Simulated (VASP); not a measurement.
# Al3N in VASP: notebook

The runs below take Al3N through single point, with PBE.

Everything below comes from runs of VASP 6.6.1. Logs are shortened: lines on timing, memory, paths and dates and some standing lists are left out, and cuts for length are marked.

## 1. The cell of the first run

The cell holds a slab with vacuum, 4 atoms: a = 2.857 Å, b = 2.857 Å, c = 21.175 Å, α = 90.00°, β = 90.00°, γ = 90.00°.

## 2. Single point, PBE, collinear spin, ferromagnetic start

The input, INCAR:

```
PREC = Accurate ; ENCUT = 520
EDIFF = 1E-7 ; ISMEAR = 0
SIGMA = 0.1 ; LREAL = F
LASPH = T ; NELM = 150
ALGO = Normal ; ISIF = 2
LWAVE = F ; LCHARG = F
ISPIN = 2 ; MAGMOM = 0 0 0 3
LORBIT = 11 ; LDIPOL = T
IDIPOL = 3 ; DIPOL = 0.5 0.5 0.337
GGA = PE ; NBANDS = 19
```

The input, KPOINTS:

```
regular mesh
0
Gamma
  9 9 1
```

The input, POSCAR:

```
Al3N
1.0
    2.8567582918      0.0000000000      0.0000000000
    0.0000000000      2.8567582918      0.0000000000
    0.0000000000      0.0000000000     21.1746954317
Al N
3 1
Direct
    0.5000000000      0.5000000000      0.1889047242
    0.0000000000      0.0000000000      0.2873641967
    0.5000000000      0.5000000000      0.3860596464
    0.5000000000      0.6666666667      0.4838178412
```

Potentials or basis: VASP PAW PBE potentials, release 64 (Al, N).

Command:

```bash
cat potpaw_PBE.64/Al/POTCAR potpaw_PBE.64/N/POTCAR > POTCAR
mpirun -np 1 vasp_std > vasp.out
```

OUTCAR:

```text
PREC = Accurate
   ENCUT = 520
   EDIFF = 1E-7
   ISMEAR = 0
   LREAL = F
   LASPH = T
   NELM = 150
   ISIF = 2
   ISPIN = 2
   LORBIT = 11
   GGA = PE

 ion  position               nearest neighbor table
   1  0.500  0.500  0.189-   2 2.90   2 2.90   2 2.90   2 2.90
   2  0.000  0.000  0.287-   1 2.90   1 2.90   1 2.90   1 2.90   3 2.91   3 2.91   3 2.91   3 2.91

   3  0.500  0.500  0.386-   4 2.12   2 2.91   2 2.91   2 2.91   2 2.91
   4  0.500  0.667  0.484-   3 2.12

  LATTYP: Found a simple tetragonal cell.
 ALAT       =     2.8567582918
 C/A-ratio  =     7.4121410595

  Lattice vectors:

 A1 = (   2.8567582918,   0.0000000000,   0.0000000000)
 A2 = (   0.0000000000,   2.8567582918,   0.0000000000)
 A3 = (   0.0000000000,   0.0000000000,  21.1746954317)

Analysis of symmetry for initial positions (statically):
=====================================================================
 Subroutine PRICEL returns:
 Original cell was already a primitive cell.

 Routine SETGRP: Setting up the symmetry group for a
 simple tetragonal supercell.

 Subroutine GETGRP returns: Found  2 space group operations
 (whereof  2 operations were pure point group operations)
 out of a pool of 16 trial point group operations.

The static configuration has the point symmetry C_1h.

Analysis of symmetry for dynamics (positions and initial velocities):
=====================================================================
 Subroutine PRICEL returns:
 Original cell was already a primitive cell.

 Routine SETGRP: Setting up the symmetry group for a
 simple tetragonal supercell.

 Subroutine GETGRP returns: Found  2 space group operations
 (whereof  2 operations were pure point group operations)
 out of a pool of 16 trial point group operations.

The dynamic configuration has the point symmetry C_1h.

Analysis of structural, dynamic, and magnetic symmetry:
=====================================================================
 Subroutine PRICEL returns:
 Original cell was already a primitive cell.

 Routine SETGRP: Setting up the symmetry group for a
 simple tetragonal supercell.

 Subroutine GETGRP returns: Found  2 space group operations
 (whereof  2 operations were pure point group operations)
 out of a pool of 16 trial point group operations.

The overall configuration has the point symmetry C_1h.

 Subroutine INISYM returns: Found  2 space group operations
 (whereof  2 operations are pure point group operations),
 and found     1 'primitive' translations

----------------------------------------------------------------------------------------

                                     Primitive cell

  volume of cell :     172.8081

  direct lattice vectors                    reciprocal lattice vectors
     2.856758292  0.000000000  0.000000000     0.350047116  0.000000000  0.000000000
     0.000000000  2.856758292  0.000000000     0.000000000  0.350047116  0.000000000
     0.000000000  0.000000000 21.174695432     0.000000000  0.000000000  0.047226181

  length of vectors
     2.856758292  2.856758292 21.174695432     0.350047116  0.350047116  0.047226181

  position of ions in fractional coordinates (direct lattice)
     0.500000000  0.500000000  0.188904724
     0.000000000  0.000000000  0.287364197
     0.500000000  0.500000000  0.386059646
     0.500000000  0.666666667  0.483817841

  ion indices of the primitive-cell ions
   primitive index   ion index
                 1           1
                 2           2
                 3           3
                 4           4

----------------------------------------------------------------------------------------

 KPOINTS: regular mesh

Automatic generation of k-mesh.
 Grid dimensions read from file:
 generate k-points for:    9    9    1

 Generating k-lattice:

  Cartesian coordinates                     Fractional coordinates (reciprocal lattice)
     0.038894124  0.000000000  0.000000000     0.111111111  0.000000000  0.000000000
     0.000000000  0.038894124  0.000000000     0.000000000  0.111111111  0.000000000
     0.000000000  0.000000000  0.047226181     0.000000000  0.000000000  1.000000000

  Length of vectors
     0.038894124  0.038894124  0.047226181

  Shift w.r.t. Gamma in fractional coordinates (k-lattice)
     0.000000000  0.000000000  0.000000000

 Subroutine IBZKPT returns following result:
 ===========================================

 Found     25 irreducible k-points:

 Following reciprocal coordinates:
            Coordinates               Weight
  0.000000  0.000000  0.000000      1.000000
  0.111111  0.000000  0.000000      2.000000
  0.000000  0.111111  0.000000      2.000000
  0.222222  0.000000  0.000000      2.000000
  0.000000  0.222222  0.000000      2.000000
  0.333333  0.000000  0.000000      2.000000
[... 16 lines left out ...]
  0.444444  0.333333  0.000000      4.000000
 -0.333333  0.444444  0.000000      4.000000
   k-points           NKPTS =     25   k-points in BZ     NKDIM =     25   number of bands    NBANDS=     19
   number of dos      NEDOS =    301   number of ions     NIONS =      4
   total plane-waves  NPLWV =  92160
   dimension x,y,z NGX =    24 NGY =   24 NGZ =  160
   dimension x,y,z NGXF=    48 NGYF=   48 NGZF=  320
   ions per type =               3   1
   NGX,Y,Z   is equivalent  to a cutoff of  13.97, 13.97, 12.56 a.u.
   NGXF,Y,Z  is equivalent  to a cutoff of  27.93, 27.93, 25.12 a.u.
 SYSTEM =  unknown system
   PREC   = accura    normal or accurate (medium, high low for compatibility)
   ISTART =      0    job   : 0-new  1-cont  2-samecut
   ICHARG =      2    charge: 1-file 2-atom 10-const
   ISPIN  =      2    spin polarized calculation?
   LNONCOLLINEAR =      F non collinear calculations
   LSORBIT =      F    spin-orbit coupling
   LASPH  =      T    aspherical Exc in radial PAW
   ENCUT  =  520.0 eV  38.22 Ry    6.18 a.u.   5.31  5.31 39.37*2*pi/ulx,y,z
   NELM   =    150;   NELMIN=  2; NELMDL= -5     # of ELM steps
   EDIFF  = 0.1E-06   stopping-criterion for ELM
   LREAL  =      F    real-space projection
   EDIFFG = 0.1E-05   stopping-criterion for IOM
   NSW    =      0    number of steps for IOM
   IBRION =     -1    ionic relax: 0-MD 1-quasi-New 2-CG
   NFREE  =      0    steps in history (QN), initial steepest desc. (CG)
   ISIF   =      2    stress and relaxation
   ISYM   =      2    0-nonsym 1-usesym 2-fastsym
   POTIM  = 0.5000    time-step for ionic-motion
   TEBEG  =    0.0;   TEEND  =   0.0 temperature during run
   PSTRESS=    0.0 pullay stress
   NELECT =      14.0000    total number of electrons
   NUPDOWN=      -1.0000    fix difference up-down
   EMIN   =  10.00;   EMAX   =-10.00  energy-range for DOS
   EFERMI =   0.00;   METHOD = LEGACY
   ISMEAR =     0;   SIGMA  =   0.10  broadening in eV -4-tet -1-fermi 0-gaus
   EFERMI_NEDOS =   21; number of points for ismear=-14 and -15
   IALGO  =     38    algorithm
   IMIX   =      4    mixing-type and parameters
     AMIX     =   0.40;   BMIX     =  1.00
     AMIX_MAG =   1.60;   BMIX_MAG =  1.00
  volume/ion in A,a.u.               =      43.20       291.54
  Fermi-wavevector in a.u.,A,eV,Ry     =   0.708374  1.338633  6.827324  0.501794
  Thomas-Fermi vector in A             =   1.794673
   LORBIT       =     11    0 simple, 1 ext, 2 COOP (PROOUT), +10 PAW based schemes
   GGA     = PE    functional components
   LHFCALC =     F    Hartree Fock is set to
   AEXX    =    0.0000 exact exchange contribution
   IVDW    =     0    specifies the selected vdW correction
   LEPSILON=     F    determine dielectric tensor
   LRPA    =     F    only Hartree local field effects (RPA)
 spin polarized calculation
 Gauss-broadening in eV      SIGMA  =   0.10
  energy-cutoff  :      520.00
  volume of cell :      172.81
 maximum number of plane-waves:      4683
 NGX is ok and might be reduce to    24
   NGX = 11   NGY = 11   NGZ = 79

 number of electron      13.9999999 magnetization       1.6728595

 dipolmoment           0.000000      0.000000      0.156760 electrons x Angstroem

 Free energy of the ion-electron system (eV)
  ---------------------------------------------------
  ext. energy  EPLUGINS =         0.00000000
  ---------------------------------------------------
  free energy    TOTEN  =       -14.73268096 eV

  energy without entropy =      -14.72555038  energy(sigma->0) =      -14.72911567

 E-fermi :  -1.3977     XC(G=0):  -4.4671

 val. band max:       -1.4035345748   @ k =   0.0000   0.2222   0.0000
 cond. band min:      -1.3842445603   @ k =   0.2222   0.0000   0.0000
 fundamental gap:      0.0192900145
 Fermi energy:        -1.3976887128

 spin component 1

 k-point     1 :       0.0000    0.0000    0.0000
  band No.  band energies     occupation
      1     -15.2950      1.00000
      2     -11.6993      1.00000
      3      -9.4296      1.00000
      4      -6.1775      1.00000
      5      -3.9456      1.00000
      6      -1.6517      0.99984
[... 11 lines left out ...]
     18       6.9471      0.00000
     19       6.9831      0.00000

 k-point     2 :       0.1111    0.0000    0.0000
  band No.  band energies     occupation
      1     -15.2142      1.00000
      2     -11.4786      1.00000
      3      -9.2152      1.00000
      4      -5.9829      1.00000
      5      -3.8103      1.00000
      6      -2.0851      1.00000
[... 11 lines left out ...]
     18       7.0438      0.00000
     19       7.1911      0.00000

 k-point     3 :       0.0000    0.1111    0.0000
  band No.  band energies     occupation
      1     -15.2127      1.00000
      2     -11.4787      1.00000
      3      -9.2155      1.00000
      4      -5.9834      1.00000
      5      -3.8091      1.00000
      6      -2.0514      1.00000
[... 434 lines left out ...]
      1     -14.0595      1.00000
      2      -6.2891      1.00000
      3      -4.5099      1.00000
      4      -4.4042      1.00000
      5      -3.7830      1.00000
      6      -3.2476      1.00000
[... 11 lines left out ...]
     18       6.8894      0.00000
     19       7.5844      0.00000

 k-point    24 :      -0.3333    0.4444    0.0000
  band No.  band energies     occupation
      1     -14.0549      1.00000
      2      -6.2901      1.00000
      3      -4.5354      1.00000
      4      -4.4057      1.00000
      5      -3.7925      1.00000
      6      -3.2263      1.00000
[... 11 lines left out ...]
     18       6.8729      0.00000
     19       7.6061      0.00000

 [... further k-points ...]

 spin component 2

 k-point     1 :       0.0000    0.0000    0.0000
  band No.  band energies     occupation
      1     -13.0164      1.00000
      2     -11.6473      1.00000
      3      -9.3667      1.00000
      4      -6.0329      1.00000
      5      -3.3246      1.00000
      6      -0.6343      0.00000
[... 11 lines left out ...]
     18       6.9386      0.00000
     19       7.0020      0.00000

 k-point     2 :       0.1111    0.0000    0.0000
  band No.  band energies     occupation
      1     -12.9090      1.00000
      2     -11.4349      1.00000
      3      -9.1567      1.00000
      4      -5.8303      1.00000
      5      -3.1639      1.00000
      6      -0.5549      0.00000
[... 11 lines left out ...]
     18       7.0217      0.00000
     19       7.2168      0.00000

 k-point     3 :       0.0000    0.1111    0.0000
  band No.  band energies     occupation
      1     -12.9058      1.00000
      2     -11.4349      1.00000
      3      -9.1569      1.00000
      4      -5.8311      1.00000
      5      -3.1654      1.00000
      6      -0.5624      0.00000
[... 434 lines left out ...]
      1     -11.4331      1.00000
      2      -6.2950      1.00000
      3      -4.4394      1.00000
      4      -4.2067      1.00000
      5      -2.5522      1.00000
      6      -1.8519      1.00000
[... 11 lines left out ...]
     18       6.9288      0.00000
     19       7.5626      0.00000

 k-point    24 :      -0.3333    0.4444    0.0000
  band No.  band energies     occupation
      1     -11.4215      1.00000
      2      -6.2961      1.00000
      3      -4.4432      1.00000
      4      -4.2136      1.00000
      5      -2.6031      1.00000
      6      -1.9514      1.00000
[... 11 lines left out ...]
     18       6.9146      0.00000
     19       7.5794      0.00000

 [... further k-points ...]

------------------------ aborting loop because EDIFF is reached ----------------------------------------

 vacuum level on the upper side and lower side of the slab       (xc-potential included)         1.692        -1.693

  FORCE on cell =-STRESS in cart. coord.  units (eV):
  Direction    XX          YY          ZZ          XY          YZ          ZX
  --------------------------------------------------------------------------------------
  -------------------------------------------------------------------------------------
  Total       -0.8883721     -1.4607218     -4.7898622      0.0000000     -0.4351630      0.0000000
  in kB       -8.2364737    -13.5429701    -44.4088403      0.0000000     -4.0345802      0.0000000
  external PRESSURE =     -22.0627614 kB  Pullay stress =       0.0000000 kB

 VOLUME and BASIS-vectors are now :
 -----------------------------------------------------------------------------
  energy-cutoff  :      520.00
  volume of cell :      172.81
      direct lattice vectors                 reciprocal lattice vectors
     2.856758292  0.000000000  0.000000000     0.350047116  0.000000000  0.000000000
     0.000000000  2.856758292  0.000000000     0.000000000  0.350047116  0.000000000
     0.000000000  0.000000000 21.174695432     0.000000000  0.000000000  0.047226181

 POSITION                                       TOTAL-FORCE (eV/Angst)
 -----------------------------------------------------------------------------------
      1.42838      1.42838      4.00000         0.000000     -0.000625     -0.080196
      0.00000      0.00000      6.08485         0.000000      0.037118      0.210184
      1.42838      1.42838      8.17470         0.000000      0.137535      2.132333
      1.42838      1.90451     10.24470         0.000000     -0.174029     -2.262321
 -----------------------------------------------------------------------------------
    total drift:                                0.000000     -0.000169     -0.000237

  FREE ENERGIE OF THE ION-ELECTRON SYSTEM (eV)
  ---------------------------------------------------
  free  energy   TOTEN  =       -14.7326809617 eV

  energy  without entropy=      -14.7255503770  energy(sigma->0) =      -14.72911567

 vacuum level on the upper side and lower side of the slab         6.183         2.737

 total charge

# of ion       s       p       d       tot
------------------------------------------
    1        0.475   0.285   0.000   0.760
    2        0.429   0.327   0.000   0.756
    3        0.433   0.313   0.000   0.746
    4        1.358   1.970   0.000   3.328
--------------------------------------------------
tot          2.695   2.894   0.000   5.589

 magnetization (x)

# of ion       s       p       d       tot
------------------------------------------
    1        0.001  -0.002   0.000  -0.002
    2       -0.005  -0.002   0.000  -0.008
    3       -0.018  -0.013   0.000  -0.030
    4        0.031   1.180   0.000   1.212
--------------------------------------------------
tot          0.009   1.163   0.000   1.172
```

Wall time 2.8 min (1 thread of Intel Xeon 6975P-C (Granite Rapids), shared host); peak memory 0.41 GiB.

Results:

| Property | Result |
| --- | --- |
| Free energy | -14.7327 eV |
| Largest force | 2.269 eV/Å |
| Net moment | 1.67 μB per cell |
| Site moments | Al -0.00, -0.01, -0.03; N +1.21 μB |
| Valence electrons inside the program's atomic spheres | Al 0.76, 0.75; N 3.33 |

Forces on the atoms (eV/Å):
```
Al   0.000 -0.001 -0.080
Al   0.000  0.037  0.210
Al   0.000  0.138  2.132
N    0.000 -0.174 -2.262
```

## 3. Single point, PBE, collinear spin, ferromagnetic start

The input, INCAR:

```
SYSTEM = Al3N
PREC = Accurate
ENCUT = 520
EDIFF = 1E-6
ISMEAR = 0
SIGMA = 0.1
LREAL = .False.
LASPH = .True.
NELM = 150
ALGO = Normal
ISIF = 2
LWAVE = .False.
LCHARG = .False.
ISPIN = 2
MAGMOM = 0 0 0 3
LORBIT = 11
LDIPOL = .True.
IDIPOL = 3
DIPOL = 0.5 0.5 0.347
GGA = PE
NBANDS = 19
```

The input, KPOINTS:

```
regular mesh
0
Gamma
  9 9 1
  0 0 0
```

Changes to POSCAR since step 2:

```diff
@@ -11,2 +11,2 @@
     0.5000000000      0.5000000000      0.3860596464
-    0.5000000000      0.6666666667      0.4838178412
+    0.5000000000      0.6666666667      0.5263214041
```

Potentials or basis: VASP PAW PBE potentials, release 64 (Al, N).

Command:

```bash
cat potpaw_PBE.64/Al/POTCAR potpaw_PBE.64/N/POTCAR > POTCAR
mpirun -np 1 vasp_std > vasp.out
```

Wall time 2.2 min (1 thread of Intel Xeon 6975P-C (Granite Rapids), shared host); peak memory 0.41 GiB.

Results (log left out):

| Quantity | Value |
| --- | --- |
| Free energy | -13.4623 eV |
| Largest force | 0.617 eV/Å |
| Net moment | 2.78 μB per cell |
| Site moments | Al +0.01, +0.00, -0.00; N +1.84 μB |
| Valence electrons inside the program's atomic spheres | Al 0.76, 0.75; N 3.29 |

Forces in eV/Å, atoms in the order of the input:
```
Al   0.000  0.002 -0.164
Al   0.000 -0.004  0.029
Al   0.000  0.043  0.616
N    0.000 -0.041 -0.481
```

Levels at points of the mesh, in eV from the Fermi level:
Spin up:
| k point | band 6 | band 7 | band 8 | band 9 | band 10 | band 11 |
| --- | --- | --- | --- | --- | --- | --- |
| (0.00, 0.00, 0.00) | -1.27 | -0.95 | -0.94 | 2.43 | 4.32 | 5.55 |
Spin down:
```tsv
k point	band 1	band 2	band 3	band 4	band 5	band 6	band 7	band 8	band 9	band 10
(0.00, 0.00, 0.00)	-10.46	-10.26	-8.15	-4.93	-2.00	0.70	2.72	3.40	3.43	4.41
```

## 4. Single point, PBE, collinear spin, ferromagnetic start

The input, INCAR:

```
  ALGO = Normal
  DIPOL = 0.5 0.5 0.332
  EDIFF = 1E-6
  ENCUT = 520
  GGA = PE
  IDIPOL = 3
  ISIF = 2
  ISMEAR = 0
  ISPIN = 2
  LASPH = T
  LCHARG = F
  LDIPOL = T
  LORBIT = 11
  LREAL = F
  LWAVE = F
  MAGMOM = 0 0 0 3
  NBANDS = 19
  NELM = 150
  PREC = Accurate
  SIGMA = 0.1
```

The input, KPOINTS:

```
k-points
0
Gamma
  9 9 1
```

Changes to POSCAR since step 3:

```diff
@@ -11,2 +11,2 @@
     0.5000000000      0.5000000000      0.3860596464
-    0.5000000000      0.6666666667      0.5263214041
+    0.5000000000      0.8333333333      0.4644551070
```

Command:

```bash
cat potpaw_PBE.64/Al/POTCAR potpaw_PBE.64/N/POTCAR > POTCAR
mpirun -np 1 vasp_std > vasp.out
```

Run time: 3.8 min. Hardware: 1 thread of AMD EPYC 9R45 (Zen 5), shared host; peak memory 0.38 GiB.

It converged, with:

| Property | Result |
| --- | --- |
| Free energy | -15.7311 eV |
| Largest force | 2.053 eV/Å |
| Net moment | 0.09 μB per cell |
| Site moments | Al +0.00, -0.00; N +0.06 μB |
| Valence electrons inside the program's atomic spheres | Al 0.76, 0.75; N 3.36 |

Forces on the atoms (eV/Å):
```
Al   0.000  0.003 -0.120
Al   0.000  0.078  0.145
Al   0.000 -0.606  1.960
N    0.000  0.524 -1.985
```

Levels at points of the mesh, in eV from the Fermi level:
Spin up:
```
           k point  band 5  band 6  band 7  band 8  band 9  band 10
(0.00, 0.00, 0.00)   -1.87    0.48    0.78    1.14    3.63     5.02
```
Spin down:
```
           k point  band 5  band 6  band 7  band 8  band 9  band 10
(0.00, 0.00, 0.00)   -1.83    0.56    0.96    1.18    3.63     4.98
```

## 5. Single point, PBE, collinear spin, ferromagnetic start

The input, INCAR:

```
PREC = Accurate ; ENCUT = 520
EDIFF = 1E-7 ; ISMEAR = 0
SIGMA = 0.1 ; LREAL = False
LASPH = True ; NELM = 150
ALGO = Normal ; ISIF = 2
LWAVE = False ; LCHARG = False
ISPIN = 2 ; MAGMOM = 0 0 0 3
LORBIT = 11 ; LDIPOL = True
IDIPOL = 3 ; DIPOL = 0.5 0.5 0.341
GGA = PE ; NBANDS = 19
```

The input, KPOINTS:

```
regular mesh
0
Gamma
  9 9 1
```

Changes to POSCAR since step 4:

```diff
@@ -11,2 +11,2 @@
     0.5000000000      0.5000000000      0.3860596464
-    0.5000000000      0.8333333333      0.4644551070
+    0.5000000000      0.8333333333      0.5027083136
```

Command:

```bash
cat potpaw_PBE.64/Al/POTCAR potpaw_PBE.64/N/POTCAR > POTCAR
mpirun -np 1 vasp_std > vasp.out
```

Wall time 2.7 min (1 thread of AMD EPYC 9R45 (Zen 5), shared host); peak memory 0.38 GiB.

The run converged. Its results:

```yaml
Free_energy: -13.8268 eV
Largest_force: 1.442 eV/Å
Net_moment: 2.33 μB per cell
Site_moments: Al -0.00, -0.03; N +1.64 μB
Valence_electrons_inside_the_program's_atomic_spheres: Al 0.76, 0.73; N 3.30
```

Forces on the atoms (eV/Å):
```
Al   0.000 -0.002 -0.199
Al   0.000  0.003  0.102
Al   0.000  0.167  1.432
N    0.000 -0.168 -1.335
```

Levels at points of the mesh, in eV from the Fermi level:
Spin up:
```
           k point  band 5  band 6  band 7  band 8  band 9  band 10  band 11  band 12
(0.00, 0.00, 0.00)   -2.77   -0.62   -0.59   -0.48    2.89     4.52     5.88     6.08
```
Spin down:
```csv
k point,band 2,band 3,band 4,band 5,band 6,band 7,band 8,band 9,band 10,band 11
"(0.00, 0.00, 0.00)",-10.19,-8.02,-4.77,-1.92,0.88,3.15,3.28,3.43,4.65,6.01
```
